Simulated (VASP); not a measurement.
# PtS2 (P-3m1) in VASP: further runs

Aim: see how the results for PtS2 move with the level of theory and the settings. Levels: HSE06, PBE-based screened hybrid with 20 % exact exchange. Tasks: single point.

All numbers are computed with VASP 6.6.1; they aren't measurements. Logs are shortened: lines on timing, memory, paths and dates and some standing lists are left out, and cuts for length are marked.

**1. The cell of the first run**

Symmetry: P-3m1, No. 164, trigonal system. The conventional cell has a = 3.553 Å, b = 3.553 Å, c = 5.123 Å, α = 90.00°, β = 90.00°, γ = 120.00°. Pt (site symmetry -3m) has 6 S at 2.39 Å within 3.2 Å. S (site symmetry 3m) has 3 Pt at 2.39 Å and 3 S at 3.20 Å within 3.2 Å.

**2. Single point, HSE06**

POSCAR reads:

```
PtS2
1.0
    3.5526240960      0.0000000000      0.0000000000
   -1.7763120480      3.0766627172      0.0000000000
    0.0000000000      0.0000000000      5.1228306077
Pt S
1 2
Direct
    0.0000000000      0.0000000000      0.0000000000
    0.3333333333      0.6666666667      0.2392542177
    0.6666666667      0.3333333333      0.7607457823
```

INCAR.step1 reads:

```
SYSTEM = PtS2
PREC = Accurate ; ENCUT = 520
EDIFF = 1E-5 ; ISMEAR = 0
SIGMA = 0.01 ; LREAL = .FALSE.
LASPH = .TRUE. ; NELM = 80
ALGO = Normal ; ISIF = 2
LWAVE = .TRUE. ; NBANDS = 18
GGA = PE
```

INCAR.step2 reads:

```
SYSTEM = PtS2
PREC = Accurate ; ENCUT = 520
EDIFF = 1E-7 ; ISMEAR = 0
SIGMA = 0.01 ; LREAL = .FALSE.
LASPH = .TRUE. ; NELM = 80
ALGO = Normal ; ISIF = 2
LWAVE = .FALSE. ; LCHARG = .TRUE.
GGA = PE ; LHFCALC = .TRUE.
HFSCREEN = 0.2079 ; PRECFOCK = Normal
LELF = .TRUE. ; LVHAR = .TRUE.
NBANDS = 18 ; ISTART = 1
```

KPOINTS reads:

```
Automatic mesh
0
G
  6 6 2
  0 0 0
```

Potentials or basis: VASP PAW PBE potentials, release 64 (Pt, S).

Command:

```
cat potpaw_PBE.64/Pt/POTCAR potpaw_PBE.64/S/POTCAR > POTCAR
cp INCAR.step1 INCAR
mpirun -np 1 vasp_std > vasp.out
cp INCAR.step2 INCAR
mpirun -np 1 vasp_std > vasp.out
```

OUTCAR:

```text
SYSTEM = PtS2
   PREC = Accurate
   ENCUT = 520
   EDIFF = 1E-7
   ISMEAR = 0
   LREAL = .FALSE.
   LASPH = .TRUE.
   NELM = 80
   ISIF = 2
   GGA = PE
   LHFCALC = .TRUE.
   HFSCREEN = 0.2079
   PRECFOCK = Normal
   ISTART = 1

 ion  position               nearest neighbor table
   1  0.000  0.000  0.000-   2 2.39   3 2.39   2 2.39   3 2.39   3 2.39   2 2.39
   2  0.333  0.667  0.239-   1 2.39   1 2.39   1 2.39
   3  0.667  0.333  0.761-   1 2.39   1 2.39   1 2.39

  LATTYP: Found a hexagonal cell.
 ALAT       =     3.5526240960
 C/A-ratio  =     1.4419849861

  Lattice vectors:

 A1 = (   3.5526240960,   0.0000000000,   0.0000000000)
 A2 = (  -1.7763120480,   3.0766627172,   0.0000000000)
 A3 = (   0.0000000000,   0.0000000000,   5.1228306077)

Analysis of symmetry for initial positions (statically):
=====================================================================
 Subroutine PRICEL returns:
 Original cell was already a primitive cell.

 Routine SETGRP: Setting up the symmetry group for a
 hexagonal supercell.

 Subroutine GETGRP returns: Found 12 space group operations
 (whereof 12 operations were pure point group operations)
 out of a pool of 24 trial point group operations.

The static configuration has the point symmetry D_3d.

Analysis of symmetry for dynamics (positions and initial velocities):
=====================================================================
 Subroutine PRICEL returns:
 Original cell was already a primitive cell.

 Routine SETGRP: Setting up the symmetry group for a
 hexagonal supercell.

 Subroutine GETGRP returns: Found 12 space group operations
 (whereof 12 operations were pure point group operations)
 out of a pool of 24 trial point group operations.

The dynamic configuration has the point symmetry D_3d.

 Subroutine INISYM returns: Found 12 space group operations
 (whereof 12 operations are pure point group operations),
 and found     1 'primitive' translations

----------------------------------------------------------------------------------------

                                     Primitive cell

  volume of cell :      55.9937

  direct lattice vectors                    reciprocal lattice vectors
     3.552624096  0.000000000  0.000000000     0.281482074  0.162513751  0.000000000
    -1.776312048  3.076662717  0.000000000     0.000000000  0.325027503  0.000000000
     0.000000000  0.000000000  5.122830608     0.000000000  0.000000000  0.195204581

  length of vectors
     3.552624096  3.552624096  5.122830608     0.325027503  0.325027503  0.195204581

  position of ions in fractional coordinates (direct lattice)
     0.000000000  0.000000000  0.000000000
     0.333333333  0.666666667  0.239254218
     0.666666667  0.333333333  0.760745782

  ion indices of the primitive-cell ions
   primitive index   ion index
                 1           1
                 2           2
                 3           3

----------------------------------------------------------------------------------------

 KPOINTS: Automatic mesh

Automatic generation of k-mesh.
 Grid dimensions read from file:
 generate k-points for:    6    6    2

 Generating k-lattice:

  Cartesian coordinates                     Fractional coordinates (reciprocal lattice)
     0.046913679  0.027085625  0.000000000     0.166666667  0.000000000  0.000000000
     0.000000000  0.054171250  0.000000000     0.000000000  0.166666667  0.000000000
     0.000000000  0.000000000  0.097602290     0.000000000  0.000000000  0.500000000

  Length of vectors
     0.054171250  0.054171250  0.097602290

  Shift w.r.t. Gamma in fractional coordinates (k-lattice)
     0.000000000  0.000000000  0.000000000

 Subroutine IBZKPT returns following result:
 ===========================================

 Found     14 irreducible k-points:

 Following reciprocal coordinates:
            Coordinates               Weight
  0.000000  0.000000  0.000000      1.000000
  0.166667  0.000000  0.000000      6.000000
  0.333333  0.000000  0.000000      6.000000
  0.500000 -0.000000  0.000000      3.000000
  0.166667  0.166667  0.000000      6.000000
  0.333333  0.166667  0.000000     12.000000
  0.333333  0.333333  0.000000      2.000000
  0.000000  0.000000  0.500000      1.000000
  0.166667  0.000000  0.500000      6.000000
  0.333333  0.000000  0.500000      6.000000
  0.500000 -0.000000  0.500000      3.000000
  0.166667  0.166667  0.500000      6.000000
  0.333333  0.166667  0.500000     12.000000
  0.333333  0.333333  0.500000      2.000000
   k-points           NKPTS =     14   k-points in BZ     NKDIM =     72   number of bands    NBANDS=     18
   number of dos      NEDOS =    301   number of ions     NIONS =      3
   total plane-waves  NPLWV =  31360
   dimension x,y,z NGX =    28 NGY =   28 NGZ =   40
   dimension x,y,z NGXF=    56 NGYF=   56 NGZF=   80
   ions per type =               1   2
   NGX,Y,Z   is equivalent  to a cutoff of  13.10, 13.10, 12.98 a.u.
   NGXF,Y,Z  is equivalent  to a cutoff of  26.21, 26.21, 25.96 a.u.
 SYSTEM =  PtS2
   PREC   = accura    normal or accurate (medium, high low for compatibility)
   ISTART =      1    job   : 0-new  1-cont  2-samecut
   ICHARG =      0    charge: 1-file 2-atom 10-const
   ISPIN  =      1    spin polarized calculation?
   LNONCOLLINEAR =      F non collinear calculations
   LSORBIT =      F    spin-orbit coupling
   LASPH  =      T    aspherical Exc in radial PAW
   ENCUT  =  520.0 eV  38.22 Ry    6.18 a.u.   6.61  6.61  9.53*2*pi/ulx,y,z
   NELM   =     80;   NELMIN=  2; NELMDL=  0     # of ELM steps
   EDIFF  = 0.1E-06   stopping-criterion for ELM
   LREAL  =      F    real-space projection
   EDIFFG = 0.1E-05   stopping-criterion for IOM
   NSW    =      0    number of steps for IOM
   IBRION =     -1    ionic relax: 0-MD 1-quasi-New 2-CG
   NFREE  =      0    steps in history (QN), initial steepest desc. (CG)
   ISIF   =      2    stress and relaxation
   ISYM   =      3    0-nonsym 1-usesym 2-fastsym
   POTIM  = 0.5000    time-step for ionic-motion
   TEBEG  =    0.0;   TEEND  =   0.0 temperature during run
   PSTRESS=    0.0 pullay stress
   NELECT =      22.0000    total number of electrons
   NUPDOWN=      -1.0000    fix difference up-down
   EMIN   =  10.00;   EMAX   =-10.00  energy-range for DOS
   EFERMI =   0.00;   METHOD = LEGACY
   ISMEAR =     0;   SIGMA  =   0.01  broadening in eV -4-tet -1-fermi 0-gaus
   EFERMI_NEDOS =   21; number of points for ismear=-14 and -15
   IALGO  =     38    algorithm
   IMIX   =      1    mixing-type and parameters
     AMIX     =   0.40;   BMIX     =  1.00
     AMIX_MAG =   1.60;   BMIX_MAG =  1.00
  volume/ion in A,a.u.               =      18.66       125.95
  Fermi-wavevector in a.u.,A,eV,Ry     =   1.199046  2.265869 19.561265  1.437712
  Thomas-Fermi vector in A             =   2.334919
   LORBIT       =      0    0 simple, 1 ext, 2 COOP (PROOUT), +10 PAW based schemes
   GGA     = PE    functional components
   LHFCALC =     T    Hartree Fock is set to
   PRECFOCK=normal    Normal, Fast or Accurate (Low or Medium for compatibility)
   ENCUT4O =  -1.0   cutoff for four orbital integrals eV
   NKREDX  =     1    reduce k-point grid by
   NKREDY  =     1    reduce k-point grid by
   NKREDZ  =     1    reduce k-point grid by
   AEXX    =    0.2500 exact exchange contribution
   HFSCREEN=    0.2079 screening length (either q_TF or 0.3 A-1)
   HFSCREENC=   0.2079 screening length for correlation (either q_TF or 0.3 A-1)
   ENCUTFOCK=  -1.0 apply spherical cutoff to Coloumb kernel
   IVDW    =     0    specifies the selected vdW correction
   LEPSILON=     F    determine dielectric tensor
   LRPA    =     F    only Hartree local field effects (RPA)
 non-spin polarized calculation
 Gauss-broadening in eV      SIGMA  =   0.01
  energy-cutoff  :      520.00
  volume of cell :       55.99
 maximum number of plane-waves:      1536
 NGX is ok and might be reduce to    28
  NGX = 20; NGY = 20; NGZ = 30

 number of electron      21.9999996 magnetization

 Free energy of the ion-electron system (eV)
  ---------------------------------------------------
  ext. energy  EPLUGINS =         0.00000000
  ---------------------------------------------------
  free energy    TOTEN  =       -18.63490380 eV

  energy without entropy =      -18.63490380  energy(sigma->0) =      -18.63490380

 E-fermi :   6.0679     XC(G=0):  -8.6898

 val. band max:        6.0249545414   @ k =   0.0000   0.0000   0.0000
 cond. band min:       7.4438532776   @ k =   0.3333   0.3333   0.0000
 fundamental gap:      1.4188987362
 Fermi energy:         6.0678829595

 k-point     1 :       0.0000    0.0000    0.0000
  band No.  band energies     occupation
      1     -10.7254      2.00000
      2      -7.6426      2.00000
      3      -1.7274      2.00000
      4      -1.1947      2.00000
      5      -1.1947      2.00000
      6       1.4125      2.00000
[... 10 lines left out ...]
     17      15.1041      0.00000
     18      19.6331      0.00000

 k-point     2 :       0.1667    0.0000    0.0000
  band No.  band energies     occupation
      1     -10.3513      2.00000
      2      -7.8095      2.00000
      3      -1.3486      2.00000
      4      -0.9689      2.00000
      5      -0.9453      2.00000
      6       0.9675      2.00000
[... 10 lines left out ...]
     17      16.1285      0.00000
     18      17.0669      0.00000

 k-point     3 :       0.3333    0.0000    0.0000
  band No.  band energies     occupation
      1      -9.4208      2.00000
      2      -8.1487      2.00000
      3      -1.2383      2.00000
      4      -0.5294      2.00000
      5      -0.1606      2.00000
      6       0.1681      2.00000
[... 10 lines left out ...]
     17      15.8469      0.00000
     18      16.6673      0.00000

 k-point     4 :       0.5000   -0.0000    0.0000
  band No.  band energies     occupation
      1      -8.6789      2.00000
      2      -8.4535      2.00000
      3      -2.0331      2.00000
      4      -0.4529      2.00000
      5       0.0950      2.00000
      6       1.3719      2.00000
[... 10 lines left out ...]
     17      15.2242      0.00000
     18      18.4496      0.00000

 k-point     5 :       0.1667    0.1667    0.0000
  band No.  band energies     occupation
      1      -9.6918      2.00000
      2      -8.0517      2.00000
      3      -0.7740      2.00000
      4      -0.7204      2.00000
      5      -0.5859      2.00000
      6       0.3672      2.00000
[... 10 lines left out ...]
     17      15.9454      0.00000
     18      16.4604      0.00000

 k-point     6 :       0.3333    0.1667    0.0000
  band No.  band energies     occupation
      1      -8.7997      2.00000
      2      -8.3288      2.00000
      3      -1.5107      2.00000
      4      -0.6524      2.00000
      5       0.0900      2.00000
      6       0.5032      2.00000
[... 97 lines left out ...]
 k-point    11 :       0.5000   -0.0000    0.5000
  band No.  band energies     occupation
      1      -8.8160      2.00000
      2      -8.2177      2.00000
      3      -2.3022      2.00000
      4      -0.5844      2.00000
      5       0.1972      2.00000
      6       0.5067      2.00000
[... 10 lines left out ...]
     17      17.2777      0.00000
     18      17.5772      0.00000

 k-point    12 :       0.1667    0.1667    0.5000
  band No.  band energies     occupation
      1      -9.3301      2.00000
      2      -8.5199      2.00000
      3      -1.3398      2.00000
      4      -0.8429      2.00000
      5      -0.0583      2.00000
      6       0.6524      2.00000
[... 10 lines left out ...]
     17      16.0861      0.00000
     18      16.3808      0.00000

 k-point    13 :       0.3333    0.1667    0.5000
  band No.  band energies     occupation
      1      -8.6945      2.00000
      2      -8.3880      2.00000
      3      -1.7376      2.00000
      4      -0.8738      2.00000
      5       0.0952      2.00000
      6       0.8159      2.00000
[... 10 lines left out ...]
     17      16.0247      0.00000
     18      17.5195      0.00000

 k-point    14 :       0.3333    0.3333    0.5000
  band No.  band energies     occupation
      1      -8.4092      2.00000
      2      -8.4092      2.00000
      3      -0.9887      2.00000
      4      -0.9887      2.00000
      5      -0.7093      2.00000
      6       1.2077      2.00000
[... 10 lines left out ...]
     17      15.0153      0.00000
     18      17.7508      0.00000

------------------------ aborting loop because EDIFF is reached ----------------------------------------

  FORCE on cell =-STRESS in cart. coord.  units (eV):
  Direction    XX          YY          ZZ          XY          YZ          ZX
  --------------------------------------------------------------------------------------
  -------------------------------------------------------------------------------------
  Total       -0.6332590     -0.6332590     -0.1631200     -0.0000000      0.0000000      0.0000000
  in kB      -18.1197755    -18.1197755     -4.6674395     -0.0000000      0.0000000      0.0000000
  external PRESSURE =     -13.6356635 kB  Pullay stress =       0.0000000 kB

 VOLUME and BASIS-vectors are now :
 -----------------------------------------------------------------------------
  energy-cutoff  :      520.00
  volume of cell :       55.99
      direct lattice vectors                 reciprocal lattice vectors
     3.552624096  0.000000000  0.000000000     0.281482074  0.162513751  0.000000000
    -1.776312048  3.076662717  0.000000000     0.000000000  0.325027503  0.000000000
     0.000000000  0.000000000  5.122830608     0.000000000  0.000000000  0.195204581

 POSITION                                       TOTAL-FORCE (eV/Angst)
 -----------------------------------------------------------------------------------
      0.00000      0.00000      0.00000        -0.000000      0.000000      0.000000
     -0.00000      2.05111      1.22566        -0.000000     -0.000000     -0.398946
      1.77631      1.02555      3.89717         0.000000      0.000000      0.398946
 -----------------------------------------------------------------------------------
    total drift:                                0.000000     -0.000000      0.000001

  FREE ENERGIE OF THE ION-ELECTRON SYSTEM (eV)
  ---------------------------------------------------
  free  energy   TOTEN  =       -18.6349037968 eV

  energy  without entropy=      -18.6349037968  energy(sigma->0) =      -18.63490380
```

Run time: 17 min. Hardware: 1 thread of AMD EPYC 7R13 (Zen 3), shared host; peak memory 0.26 GiB.

Results:

- Free energy: -18.6349 eV
- Pressure: -1.4 GPa
- Largest force: 0.399 eV/Å
- Band gap on the k mesh: 1.42 eV (least direct gap 2.32 eV)

Forces in eV/Å, atoms in the order of the input:
```
Pt   0.000  0.000  0.000
S    0.000  0.000 -0.399
S    0.000  0.000  0.399
```

Caveat: the k points lie up to 0.61 Å⁻¹ apart; the PAW data sets were made with another functional, which shifts forces and pressure a little; spin-orbit coupling is left out, which moves the levels of the heavy elements. A k mesh can miss the band edges.

**3. Single point, PBE-based screened hybrid with 20 % exact exchange**

POSCAR is that of step 2.

INCAR.step1 reads:

```
PREC = Accurate ; ENCUT = 520
EDIFF = 1E-5 ; ISMEAR = 0
SIGMA = 0.01 ; LREAL = F
LASPH = T ; NELM = 100
ALGO = Normal ; ISIF = 2
LWAVE = T ; GGA = PE
NBANDS = 18
```

INCAR.step2 reads:

```
PREC = Accurate ; ENCUT = 520
EDIFF = 1E-7 ; ISMEAR = 0
SIGMA = 0.01 ; LREAL = F
LASPH = T ; NELM = 100
ALGO = Normal ; ISIF = 2
LWAVE = F ; LCHARG = T
GGA = PE ; LHFCALC = T
AEXX = 0.2 ; HFSCREEN = 0.5
PRECFOCK = Normal ; LELF = T
LVHAR = T ; ISTART = 1
NBANDS = 18
```

KPOINTS reads:

```
Automatic mesh
0
Gamma
  6 6 2
```

Potentials or basis: VASP PAW PBE potentials, release 64 (Pt, S).

Command:

```
cat potpaw_PBE.64/Pt/POTCAR potpaw_PBE.64/S/POTCAR > POTCAR
cp INCAR.step1 INCAR
mpirun -np 1 vasp_std > vasp.out
cp INCAR.step2 INCAR
mpirun -np 1 vasp_std > vasp.out
```

Run time: 16 min. Hardware: 1 thread of AMD EPYC 7R13 (Zen 3), shared host; peak memory 0.26 GiB.

Results (log left out):

| Item | Value |
| --- | --- |
| Free energy | -16.7493 eV |
| Pressure | 0.7 GPa |
| Largest force | 0.200 eV/Å |
| Band gap on the k mesh | 1.03 eV (least direct gap 1.83 eV) |

Forces in eV/Å, atoms in the order of the input:
```
Pt   0.000  0.000  0.000
S    0.000  0.000 -0.200
S    0.000  0.000  0.200
```

Stress tensor (GPa, compression positive):
```
0.62 0.00 0.00
0.00 0.62 0.00
0.00 0.00 0.88
```

Levels at points of the mesh, in eV from the valence-band top:
```csv
k point,band 9,band 10,band 11,band 12,band 13,band 14
"(0.00, 0.00, 0.00)",-1.07,-1.07,0.00,2.35,2.35,5.05
"(0.50, 0.00, 0.00)",-3.30,-3.24,-2.64,1.78,2.84,5.82
"(0.00, 0.00, 0.50)",-1.31,-1.31,-1.31,2.90,2.90,5.89
"(0.50, 0.00, 0.50)",-3.04,-2.84,-1.51,1.97,2.49,5.48
```

Caveat: the k points lie up to 0.61 Å⁻¹ apart; the PAW data sets were made with another functional, which shifts forces and pressure a little; spin-orbit coupling is left out, which moves the levels of the heavy elements. A k mesh can miss the band edges.
